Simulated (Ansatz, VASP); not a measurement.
One calculation of TiSi, two programs

File POSCAR:

```
TiSi
1.0
    6.3065969572      0.0000000000      0.0000000000
    0.0000000000      3.5264123009      0.0000000000
    0.0000000000      0.0000000000      5.1378338921
Ti Si
4 4
Direct
    0.6759929500      0.2500000000      0.3713850054
    0.3240070500      0.7500000000      0.6286149946
    0.8240070500      0.7500000000      0.8713850054
    0.1759929500      0.2500000000      0.1286149946
    0.5438874468      0.2500000000      0.8553463000
    0.4561125532      0.7500000000      0.1446537000
    0.9561125532      0.7500000000      0.3553463000
    0.0438874468      0.2500000000      0.6446537000
```

Contents of INCAR.step1:

```
SYSTEM = TiSi
ALGO = Normal ; EDIFF = 1E-4
ENCUT = 520 ; GGA = PE
ISMEAR = 0 ; LASPH = .TRUE.
LCHARG = .FALSE. ; LREAL = .FALSE.
LWAVE = .TRUE. ; NBANDS = 42
NELM = 80 ; PREC = Accurate
SIGMA = 0.15
```

Contents of INCAR.step2:

```
SYSTEM = TiSi
ALGO = Normal ; EDIFF = 1E-6
ENCUT = 520 ; ISIF = 2
ISMEAR = 0 ; ISTART = 1
LASPH = .TRUE. ; LCHARG = .FALSE.
LMIXTAU = .TRUE. ; LREAL = .FALSE.
LWAVE = .FALSE. ; METAGGA = R2SCAN
NBANDS = 42 ; NELM = 80
PREC = Accurate ; SIGMA = 0.15
```

KPOINTS

```
k-points
0
G
  6 12 8
  0 0 0
```

Input for Ansatz:

```yaml
crystal:
  lattice:
    - [6.3065969572, 0.0, 0.0]
    - [0.0, 3.5264123009, 0.0]
    - [0.0, 0.0, 5.1378338921]
  atoms:
    - { symbol: Ti, position: [0.67599295, 0.25, 0.3713850054] }
    - { symbol: Ti, position: [0.32400705, 0.75, 0.6286149946] }
    - { symbol: Ti, position: [0.82400705, 0.75, 0.8713850054] }
    - { symbol: Ti, position: [0.17599295, 0.25, 0.1286149946] }
    - { symbol: Si, position: [0.5438874468, 0.25, 0.8553463] }
    - { symbol: Si, position: [0.4561125532, 0.75, 0.1446537] }
    - { symbol: Si, position: [0.9561125532, 0.75, 0.3553463] }
    - { symbol: Si, position: [0.0438874468, 0.25, 0.6446537] }
basis:
  ecutwfc: 500
kpoints:
  mp_grid: { grid: [6, 12, 8] }
hamiltonian:
  xc: r2scan
scf:
  occupations: { method: gaussian, width: 0.15 }
output:
  forces: true
  stress: true
  eigenvalues: true
```

Change from the starting cell: strain -0.030 along x and y, +0.030 along z, atoms carried along.

Alike in both runs: task single point; functional r2SCAN; k mesh 6 × 12 × 8; occupations gaussian, width 0.15 eV; no spin polarisation.

```csv
,VASP,Ansatz
version,VASP 6.6.1,Ansatz 0.2.0
potentials or method,"VASP PAW PBE potentials, release 64 (Ti_sv, Si), cutoff 520 eV","scalar-relativistic, plane waves, PAW"
valence electrons in the cell,64,64
```

```csv
,VASP,Ansatz,Ansatz less VASP
gap on the k mesh at the Fermi level (eV),none,none,-
pressure (GPa),5.8,5.5,-0.31
"traceless stress, the component that is largest in VASP (GPa)",-11.51,-11.50,+0.007
rms of the force components (eV/Å),0.196,0.194,-0.0019
```

VASP's potentials were made for PBE, not for r2SCAN. Atom by atom the forces differ by 0.005 eV/Å (rms over components). A gap of «none» marks a metal or a gap that the smearing closes.
